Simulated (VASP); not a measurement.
# La2Zr2O (P6/mmm) in VASP: a series of runs

The runs below take La2Zr2O through single point, relaxation of cell and atoms, with PBE.

Everything below comes from runs of VASP 6.6.1. Logs are shortened: lines on timing, memory, paths and dates and some standing lists are left out, and cuts for length are marked.

## (1) The cell of the first run

It takes space group P6/mmm (No. 191, hexagonal). The conventional cell has a = 3.774 Å, b = 3.774 Å, c = 5.471 Å, α = 90.00°, β = 90.00°, γ = 120.00°. Within 2.9 Å of La (site symmetry -6m2) lie 3 La at 2.18 Å and 6 Zr at 2.31 Å. Within 2.1 Å of Zr (site symmetry 6mm) lie 1 Zr at 1.55 Å and 1 O at 1.96 Å. Within 2.6 Å of O (site symmetry 6/mmm) lie 2 Zr at 1.96 Å.

## (2) Single point, PBE

Contents of INCAR:

```
PREC = Accurate ; ENCUT = 520
EDIFF = 1E-7 ; ISMEAR = 0
SIGMA = 0.1 ; LREAL = F
LASPH = T ; NELM = 100
ALGO = Normal ; ISIF = 2
LWAVE = F ; LCHARG = F
GGA = PE ; NBANDS = 34
```

Contents of KPOINTS:

```
regular mesh
0
Gamma
  6 6 4
```

Contents of POSCAR:

```
La2Zr2O
1.0
    3.7737597200      0.0000000000      0.0000000000
   -1.8868798600      3.2681717900      0.0000000000
    0.0000000000      0.0000000000      5.4707806600
La Zr O
2 2 1
Direct
    0.3333333300      0.6666666700      0.5000000000
    0.6666666700      0.3333333300      0.5000000000
    0.0000000000      0.0000000000      0.6419954200
    0.0000000000      0.0000000000      0.3580045800
    0.0000000000      0.0000000000      0.0000000000
```

Potentials or basis: VASP PAW PBE potentials, release 64 (La, Zr_sv, O).

Started as:

```
$ cat potpaw_PBE.64/La/POTCAR potpaw_PBE.64/Zr_sv/POTCAR potpaw_PBE.64/O/POTCAR > POTCAR
$ mpirun -np 1 vasp_std > vasp.out
```

OUTCAR:

```text
PREC = Accurate
   ENCUT = 520
   EDIFF = 1E-7
   ISMEAR = 0
   LREAL = F
   LASPH = T
   NELM = 100
   ISIF = 2
   GGA = PE

 ion  position               nearest neighbor table
   1  0.333  0.667  0.500-   2 2.18   2 2.18   2 2.18   4 2.31   3 2.31   4 2.31   3 2.31   4 2.31
                             3 2.31
   2  0.667  0.333  0.500-   1 2.18   1 2.18   1 2.18   4 2.31   3 2.31   3 2.31   4 2.31   3 2.31
                             4 2.31
   3  0.000  0.000  0.642-   4 1.55   5 1.96   1 2.31   2 2.31   2 2.31   1 2.31   2 2.31   1 2.31

   4  0.000  0.000  0.358-   3 1.55   5 1.96   1 2.31   2 2.31   2 2.31   1 2.31   2 2.31   1 2.31

   5  0.000  0.000  0.000-   3 1.96   4 1.96

 -----------------------------------------------------------------------------
|                                                                             |
|           W    W    AA    RRRRR   N    N  II  N    N   GGGG   !!!           |
|           W    W   A  A   R    R  NN   N  II  NN   N  G    G  !!!           |
|           W    W  A    A  R    R  N N  N  II  N N  N  G       !!!           |
|           W WW W  AAAAAA  RRRRR   N  N N  II  N  N N  G  GGG   !            |
|           WW  WW  A    A  R   R   N   NN  II  N   NN  G    G                |
|           W    W  A    A  R    R  N    N  II  N    N   GGGG   !!!           |
|                                                                             |
|     The distance between some ions is very small. Please check the          |
|     nearest-neighbor list in the OUTCAR file.                               |
|     I HOPE YOU KNOW WHAT YOU ARE DOING!                                     |
|                                                                             |
 -----------------------------------------------------------------------------

  LATTYP: Found a hexagonal cell.
 ALAT       =     3.7737597200
 C/A-ratio  =     1.4496897169

  Lattice vectors:

 A1 = (   3.7737597200,   0.0000000000,   0.0000000000)
 A2 = (  -1.8868798600,   3.2681717900,   0.0000000000)
 A3 = (   0.0000000000,   0.0000000000,   5.4707806600)

Analysis of symmetry for initial positions (statically):
=====================================================================
 Subroutine PRICEL returns:
 Original cell was already a primitive cell.

 Routine SETGRP: Setting up the symmetry group for a
 hexagonal supercell.

 Subroutine GETGRP returns: Found 24 space group operations
 (whereof 24 operations were pure point group operations)
 out of a pool of 24 trial point group operations.

The static configuration has the point symmetry D_6h.

Analysis of symmetry for dynamics (positions and initial velocities):
=====================================================================
 Subroutine PRICEL returns:
 Original cell was already a primitive cell.

 Routine SETGRP: Setting up the symmetry group for a
 hexagonal supercell.

 Subroutine GETGRP returns: Found 24 space group operations
 (whereof 24 operations were pure point group operations)
 out of a pool of 24 trial point group operations.

The dynamic configuration has the point symmetry D_6h.

 Subroutine INISYM returns: Found 24 space group operations
 (whereof 24 operations are pure point group operations),
 and found     1 'primitive' translations

----------------------------------------------------------------------------------------

                                     Primitive cell

  volume of cell :      67.4728

  direct lattice vectors                    reciprocal lattice vectors
     3.773759720  0.000000000  0.000000000     0.264987724  0.152990734  0.000000000
    -1.886879860  3.268171790  0.000000000     0.000000000  0.305981467  0.000000000
     0.000000000  0.000000000  5.470780660     0.000000000  0.000000000  0.182789269

  length of vectors
     3.773759720  3.773759724  5.470780660     0.305981468  0.305981467  0.182789269

  position of ions in fractional coordinates (direct lattice)
     0.333333330  0.666666670  0.500000000
     0.666666670  0.333333330  0.500000000
     0.000000000  0.000000000  0.641995420
     0.000000000  0.000000000  0.358004580
     0.000000000  0.000000000  0.000000000

  ion indices of the primitive-cell ions
   primitive index   ion index
                 1           1
                 2           2
                 3           3
                 4           4
                 5           5

----------------------------------------------------------------------------------------

 KPOINTS: regular mesh

Automatic generation of k-mesh.
 Grid dimensions read from file:
 generate k-points for:    6    6    4

 Generating k-lattice:

  Cartesian coordinates                     Fractional coordinates (reciprocal lattice)
     0.044164621  0.025498456  0.000000000     0.166666667 -0.000000000  0.000000000
     0.000000000  0.050996911  0.000000000     0.000000000  0.166666667  0.000000000
     0.000000000  0.000000000  0.045697317     0.000000000  0.000000000  0.250000000

  Length of vectors
     0.050996911  0.050996911  0.045697317

  Shift w.r.t. Gamma in fractional coordinates (k-lattice)
     0.000000000  0.000000000  0.000000000

 Subroutine IBZKPT returns following result:
 ===========================================

 Found     21 irreducible k-points:

 Following reciprocal coordinates:
            Coordinates               Weight
  0.000000  0.000000  0.000000      1.000000
  0.166667  0.000000  0.000000      6.000000
  0.333333  0.000000  0.000000      6.000000
  0.500000  0.000000  0.000000      3.000000
  0.166667  0.166667  0.000000      6.000000
  0.333333  0.166667  0.000000     12.000000
[... 13 lines left out ...]
  0.333333  0.166667  0.500000     12.000000
  0.333333  0.333333  0.500000      2.000000
   k-points           NKPTS =     21   k-points in BZ     NKDIM =     21   number of bands    NBANDS=     34
   number of dos      NEDOS =    301   number of ions     NIONS =      5
   total plane-waves  NPLWV =  32928
   dimension x,y,z NGX =    28 NGY =   28 NGZ =   42
   dimension x,y,z NGXF=    56 NGYF=   56 NGZF=   84
   ions per type =               2   2   1
   NGX,Y,Z   is equivalent  to a cutoff of  12.33, 12.33, 12.76 a.u.
   NGXF,Y,Z  is equivalent  to a cutoff of  24.67, 24.67, 25.53 a.u.
 SYSTEM =  unknown system
   PREC   = accura    normal or accurate (medium, high low for compatibility)
   ISTART =      0    job   : 0-new  1-cont  2-samecut
   ICHARG =      2    charge: 1-file 2-atom 10-const
   ISPIN  =      1    spin polarized calculation?
   LNONCOLLINEAR =      F non collinear calculations
   LSORBIT =      F    spin-orbit coupling
   LASPH  =      T    aspherical Exc in radial PAW
   ENCUT  =  520.0 eV  38.22 Ry    6.18 a.u.   7.02  7.02 10.17*2*pi/ulx,y,z
   NELM   =    100;   NELMIN=  2; NELMDL= -5     # of ELM steps
   EDIFF  = 0.1E-06   stopping-criterion for ELM
   LREAL  =      F    real-space projection
   EDIFFG = 0.1E-05   stopping-criterion for IOM
   NSW    =      0    number of steps for IOM
   IBRION =     -1    ionic relax: 0-MD 1-quasi-New 2-CG
   NFREE  =      0    steps in history (QN), initial steepest desc. (CG)
   ISIF   =      2    stress and relaxation
   ISYM   =      2    0-nonsym 1-usesym 2-fastsym
   POTIM  = 0.5000    time-step for ionic-motion
   TEBEG  =    0.0;   TEEND  =   0.0 temperature during run
   PSTRESS=    0.0 pullay stress
   NELECT =      52.0000    total number of electrons
   NUPDOWN=      -1.0000    fix difference up-down
   EMIN   =  10.00;   EMAX   =-10.00  energy-range for DOS
   EFERMI =   0.00;   METHOD = LEGACY
   ISMEAR =     0;   SIGMA  =   0.10  broadening in eV -4-tet -1-fermi 0-gaus
   EFERMI_NEDOS =   21; number of points for ismear=-14 and -15
   IALGO  =     38    algorithm
   IMIX   =      4    mixing-type and parameters
     AMIX     =   0.40;   BMIX     =  1.00
     AMIX_MAG =   1.60;   BMIX_MAG =  1.00
  volume/ion in A,a.u.               =      13.49        91.07
  Fermi-wavevector in a.u.,A,eV,Ry     =   1.500951  2.836386 30.651932  2.252853
  Thomas-Fermi vector in A             =   2.612385
   LORBIT       =      0    0 simple, 1 ext, 2 COOP (PROOUT), +10 PAW based schemes
   GGA     = PE    functional components
   LHFCALC =     F    Hartree Fock is set to
   AEXX    =    0.0000 exact exchange contribution
   IVDW    =     0    specifies the selected vdW correction
   LEPSILON=     F    determine dielectric tensor
   LRPA    =     F    only Hartree local field effects (RPA)
 non-spin polarized calculation
 Gauss-broadening in eV      SIGMA  =   0.10
  energy-cutoff  :      520.00
  volume of cell :       67.47
 maximum number of plane-waves:      1833
 NGX is ok and might be reduce to    28
   NGX = 13   NGY = 13   NGZ = 21

 number of electron      52.0000004 magnetization

 Free energy of the ion-electron system (eV)
  ---------------------------------------------------
  ext. energy  EPLUGINS =         0.00000000
  ---------------------------------------------------
  free energy    TOTEN  =        31.39547368 eV

  energy without entropy =       31.42670738  energy(sigma->0) =       31.41109053

 E-fermi :  14.1564     XC(G=0): -12.1944

 val. band max:       14.1491580567   @ k =   0.3333   0.1667   0.2500
 cond. band min:      14.1610437540   @ k =   0.3333   0.1667   0.5000
 fundamental gap:      0.0118856973
 Fermi energy:        14.1563517035

 k-point     1 :       0.0000    0.0000    0.0000
  band No.  band energies     occupation
      1     -42.1869      2.00000
      2     -31.3557      2.00000
      3     -22.1116      2.00000
      4     -18.6942      2.00000
      5     -18.2910      2.00000
      6     -18.2910      2.00000
[... 26 lines left out ...]
     33      18.7886      0.00000
     34      18.8324      0.00000

 k-point     2 :       0.1667    0.0000    0.0000
  band No.  band energies     occupation
      1     -42.1670      2.00000
      2     -31.3397      2.00000
      3     -22.5489      2.00000
      4     -18.7228      2.00000
      5     -18.5081      2.00000
      6     -17.6410      2.00000
[... 26 lines left out ...]
     33      17.9255      0.00000
     34      19.0299      0.00000
[... 664 lines left out ...]
     33      18.0549      0.00000
     34      18.2959      0.00000

 k-point    21 :       0.3333    0.3333    0.5000
  band No.  band energies     occupation
      1     -42.0958      2.00000
      2     -31.2902      2.00000
      3     -22.3159      2.00000
      4     -22.3159      2.00000
      5     -18.6271      2.00000
      6     -14.0553      2.00000
[... 26 lines left out ...]
     33      17.8500      0.00000
     34      17.8500      0.00000

------------------------ aborting loop because EDIFF is reached ----------------------------------------

  FORCE on cell =-STRESS in cart. coord.  units (eV):
  Direction    XX          YY          ZZ          XY          YZ          ZX
  --------------------------------------------------------------------------------------
  -------------------------------------------------------------------------------------
  Total      143.4796628    143.4796633    190.0446817      0.0000000      0.0000000      0.0000000
  in kB     3407.0029163   3407.0029261   4512.7147083      0.0000000      0.0000000      0.0000000
  external PRESSURE =    3775.5735169 kB  Pullay stress =       0.0000000 kB

 VOLUME and BASIS-vectors are now :
 -----------------------------------------------------------------------------
  energy-cutoff  :      520.00
  volume of cell :       67.47
      direct lattice vectors                 reciprocal lattice vectors
     3.773759720  0.000000000  0.000000000     0.264987724  0.152990734  0.000000000
    -1.886879860  3.268171790  0.000000000     0.000000000  0.305981467  0.000000000
     0.000000000  0.000000000  5.470780660     0.000000000  0.000000000  0.182789269

 POSITION                                       TOTAL-FORCE (eV/Angst)
 -----------------------------------------------------------------------------------
     -0.00000      2.17878      2.73539         0.000000     -0.000000      0.000000
      1.88688      1.08939      2.73539        -0.000000      0.000000      0.000000
      0.00000      0.00000      3.51222        -0.000000      0.000000    109.383874
      0.00000      0.00000      1.95856         0.000000     -0.000000   -109.383874
      0.00000      0.00000      0.00000         0.000000      0.000000      0.000000
 -----------------------------------------------------------------------------------
    total drift:                               -0.000000     -0.000000      0.000000

  FREE ENERGIE OF THE ION-ELECTRON SYSTEM (eV)
  ---------------------------------------------------
  free  energy   TOTEN  =        31.3954736795 eV

  energy  without entropy=       31.4267073767  energy(sigma->0) =       31.41109053
```

Wall time 2.1 min (1 thread of Intel Xeon Platinum 8375C at 2.90GHz (Ice Lake), shared host); peak memory 0.21 GiB.

What came out:

| Quantity | Value |
| --- | --- |
| Free energy | 31.3955 eV |
| Pressure | 377.6 GPa |
| Largest force | 109.384 eV/Å |
| Band gap on the k mesh | zero (band 26 reaches 14.38 eV, above the bottom of band 27 at 14.11 eV) |

Forces on the atoms (eV/Å):
```
La     0.000    0.000    0.000
La     0.000    0.000    0.000
Zr     0.000    0.000  109.384
Zr     0.000    0.000 -109.384
O      0.000    0.000    0.000
```

Levels at points of the mesh, in eV from the Fermi level:
```csv
k point,band 24,band 25,band 26,band 27,band 28,band 29
"(0.00, 0.00, 0.00)",-0.61,-0.04,0.15,0.15,1.22,1.22
"(0.50, 0.00, 0.00)",-0.79,-0.25,-0.19,0.10,1.11,1.30
"(0.00, 0.00, 0.50)",-1.76,-1.12,-0.04,0.56,1.29,1.29
"(0.50, 0.00, 0.50)",-1.03,-0.48,-0.21,0.68,0.94,1.61
```

Caveat: spin-orbit coupling is left out, which moves the levels of the heavy elements; forces of over 1 eV/Å act on the atoms, so gaps and moduli don't describe the material at rest.

## (3) Single point, PBE

This run uses another cell than the first one, of 37.73 Å³/atom, 2.796 times its volume.

Contents of INCAR:

```
ALGO = Normal
EDIFF = 1E-7
ENCUT = 520
GGA = PE
ISIF = 2
ISMEAR = 0
LASPH = True
LCHARG = False
LREAL = False
LWAVE = False
NBANDS = 34
NELM = 100
PREC = Accurate
SIGMA = 0.1
```

Contents of KPOINTS:

```
k-points
0
Gamma
  6 6 4
```

Contents of POSCAR:

```
La2Zr2O
1.0
    5.6665563089      0.0000000000      0.0000000000
   -2.8332781544      4.9073817155      0.0000000000
    0.0000000000      0.0000000000      6.7837473449
La Zr O
2 2 1
Direct
    0.3333333333      0.6666666667      0.5000000000
    0.6666666667      0.3333333333      0.5000000000
    0.0000000000      0.0000000000      0.7140926224
    0.0000000000      0.0000000000      0.2859073776
    0.0000000000      0.0000000000      0.0000000000
```

Potentials or basis: VASP PAW PBE potentials, release 64 (La, Zr_sv, O).

Started as:

```
$ cat potpaw_PBE.64/La/POTCAR potpaw_PBE.64/Zr_sv/POTCAR potpaw_PBE.64/O/POTCAR > POTCAR
$ mpirun -np 1 vasp_std > vasp.out
```

OUTCAR:

```text
EDIFF = 1E-7
   ENCUT = 520
   GGA = PE
   ISIF = 2
   ISMEAR = 0
   LASPH = True
   LREAL = False
   NELM = 100
   PREC = Accurate

 ion  position               nearest neighbor table
   1  0.333  0.667  0.500-   2 3.27   2 3.27   2 3.27   4 3.58   3 3.58   4 3.58   3 3.58   4 3.58
                             3 3.58
   2  0.667  0.333  0.500-   1 3.27   1 3.27   1 3.27   4 3.58   3 3.58   3 3.58   4 3.58   3 3.58
                             4 3.58
   3  0.000  0.000  0.714-   5 1.94   4 2.90   1 3.58   2 3.58   1 3.58   2 3.58   2 3.58   1 3.58
                             4 3.88
[... 979 lines left out ...]
  -------------------------------------------------------------------------------------
  Total        0.2546706      0.2546706      0.2166449      0.0000000     -0.0000000      0.0000000
  in kB        2.1629711      2.1629711      1.8400103      0.0000000     -0.0000000      0.0000000
  external PRESSURE =       2.0553175 kB  Pullay stress =       0.0000000 kB

 VOLUME and BASIS-vectors are now :
 -----------------------------------------------------------------------------
  energy-cutoff  :      520.00
  volume of cell :      188.64
      direct lattice vectors                 reciprocal lattice vectors
     5.666556309  0.000000000  0.000000000     0.176474025  0.101887326  0.000000000
    -2.833278154  4.907381715  0.000000000     0.000000000  0.203774652  0.000000000
     0.000000000  0.000000000  6.783747345     0.000000000  0.000000000  0.147411150

 POSITION                                       TOTAL-FORCE (eV/Angst)
 -----------------------------------------------------------------------------------
     -0.00000      3.27159      3.39187         0.000000     -0.000000      0.000000
      2.83328      1.63579      3.39187        -0.000000     -0.000000      0.000000
      0.00000      0.00000      4.84422        -0.000000      0.000000     -0.070371
      0.00000      0.00000      1.93952        -0.000000      0.000000      0.070371
      0.00000      0.00000      0.00000        -0.000000      0.000000      0.000000
 -----------------------------------------------------------------------------------
    total drift:                               -0.000000      0.000000     -0.000000

  FREE ENERGIE OF THE ION-ELECTRON SYSTEM (eV)
  ---------------------------------------------------
  free  energy   TOTEN  =       -32.9262410902 eV

  energy  without entropy=      -32.8901870316  energy(sigma->0) =      -32.90821406
```

stdout:

```text
POSCAR found type information on POSCAR LaZrO
 POSCAR found :  3 types and       5 ions
 scaLAPACK will be used
 LDA part: xc-table for (Slater+PW92), standard interpolation
 POSCAR, INCAR and KPOINTS ok, starting setup
 FFT: planning ... GRIDC
 FFT: planning ... GRID_SOFT
 FFT: planning ... GRID
 WAVECAR not read
 entering main loop
```

Wall time 3.5 min (1 thread of AMD EPYC 7R43 (Zen 3), shared host); peak memory 0.33 GiB.

What came out:

```yaml
Free_energy: -32.9262 eV
Pressure: 0.2 GPa
Largest_force: 0.070 eV/Å
Band_gap_on_the_k_mesh: zero (band 26 reaches 4.50 eV, above the bottom of band 27 at 4.28 eV)
```

Forces on the atoms (eV/Å):
```
La   0.000  0.000  0.000
La   0.000  0.000  0.000
Zr   0.000  0.000 -0.070
Zr   0.000  0.000  0.070
O    0.000  0.000  0.000
```

Levels at points of the mesh, in eV from the Fermi level:
| k point | band 24 | band 25 | band 26 | band 27 | band 28 | band 29 |
| --- | --- | --- | --- | --- | --- | --- |
| (0.00, 0.00, 0.00) | -0.70 | -0.57 | -0.57 | -0.01 | 0.47 | 0.47 |
| (0.50, 0.00, 0.00) | -0.92 | -0.63 | -0.03 | 0.12 | 0.45 | 0.50 |
| (0.00, 0.00, 0.50) | -0.89 | -0.82 | -0.82 | 0.27 | 0.64 | 0.64 |
| (0.50, 0.00, 0.50) | -0.98 | -0.63 | -0.11 | 0.18 | 0.60 | 0.66 |

Caveat: spin-orbit coupling is left out, which moves the levels of the heavy elements.

(Continued in part 2 of 2.)
